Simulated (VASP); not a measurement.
Wanted: the native input for a VASP 6.6.1 run.

| Quantity | Value |
| --- | --- |
| Task | single point |
| Functional | r2SCAN |
| Potentials or basis | VASP PAW PBE potentials, release 64 (Mo_sv) |
| Cutoff | 520 eV |
| k mesh | 24 × 24 × 24 |
| Occupations | gaussian, width 0.15 eV |
| Spin | no spin polarisation |
| Dipole correction | no |
| Further INCAR settings | ALGO = Normal; EDIFF = 1e-07; NBANDS = 13 |

Crystal: Mo.

```
Mo
1.0
     2.74882    0.00000    0.00000
    -1.37441    2.38055    0.00000
     0.00000    0.00000    2.60992
Mo
1
Direct
  0.00000 0.00000 0.50000
```

This cell differs from its parent crystal: strain +0.000 along x and y, +0.030 along z.

These files were run (other wordings do the same):

POSCAR

```
Mo
1.0
    2.7488179334      0.0000000000      0.0000000000
   -1.3744089667      2.3805461607      0.0000000000
    0.0000000000      0.0000000000      2.6099175529
Mo
1
Direct
    0.0000000000      0.0000000000      0.5000000000
```

INCAR.step1

```
PREC = Accurate
ENCUT = 520
ISMEAR = 0
SIGMA = 0.15
LREAL = F
LASPH = T
NELM = 100
NBANDS = 13
GGA = PE
ALGO = Normal
EDIFF = 1E-4
LWAVE = T
LCHARG = F
```

INCAR.step2

```
PREC = Accurate
ENCUT = 520
EDIFF = 1E-7
ISMEAR = 0
SIGMA = 0.15
LREAL = F
LASPH = T
NELM = 100
ALGO = Normal
ISIF = 2
LWAVE = F
LCHARG = F
METAGGA = R2SCAN
LMIXTAU = T
NBANDS = 13
ISTART = 1
```

KPOINTS

```
Automatic mesh
0
Gamma
  24 24 24
```

Potentials or basis: VASP PAW PBE potentials, release 64 (Mo_sv).

Launch:

```console
$ cat potpaw_PBE.64/Mo_sv/POTCAR > POTCAR
$ cp INCAR.step1 INCAR
$ mpirun -np 1 vasp_std > vasp.out
$ cp INCAR.step2 INCAR
$ mpirun -np 1 vasp_std > vasp.out
```

It gave:

```
Pressure               : -4.5 GPa
Band gap on the k mesh : zero (band 7 reaches 12.05 eV, above the bottom of band 8 at 10.23 eV)
```

Caveat: the cell differs from its parent crystal (strain +0.000 along x and y, +0.030 along z); the PAW data sets were made with another functional, which shifts forces and pressure a little.

Run time: 4.2 min on 1 thread of AMD EPYC 9R45 96-Core Processor (Zen 5), with other jobs on the host, peak memory 0.23 GiB.
